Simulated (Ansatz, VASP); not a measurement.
**Ta: VASP beside Ansatz**

```
Ta
1.0
    -1.55875    1.55875    1.55875
     1.55875   -1.55875    1.55875
     1.55875    1.55875   -1.55875
Ta
1
Direct
  0.00000 0.00000 0.00000
```

Change from the starting cell: volume scaled by 0.88, LAPW.

Alike in both runs: task single point; functional LDA; k mesh 18 × 18 × 18; occupations fermi-dirac, width 0.08 eV; no spin polarisation.

|  | VASP | Ansatz |
| --- | --- | --- |
| version | VASP 6.6.1 | Ansatz 0.2.0 |
| potentials or method | VASP PAW LDA potentials, release 64 (Ta_pv), cutoff 520 eV | all-electron LAPW, scalar-relativistic |

VASP gave:

| Quantity | Value |
| --- | --- |
| pressure (GPa) | 37.2 |

**Question.** What did Ansatz give for the same quantities?

**Answer.** Pressure (GPa): 35.0.

LDA's correlation is that of Perdew and Zunger in VASP and of Perdew and Wang (1992) in Ansatz. Both programs put the cell under a high pressure, so it lies far from rest at this level. Ansatz ran all-electron here, and VASP with PAW potentials.

Spin-orbit coupling is off throughout.
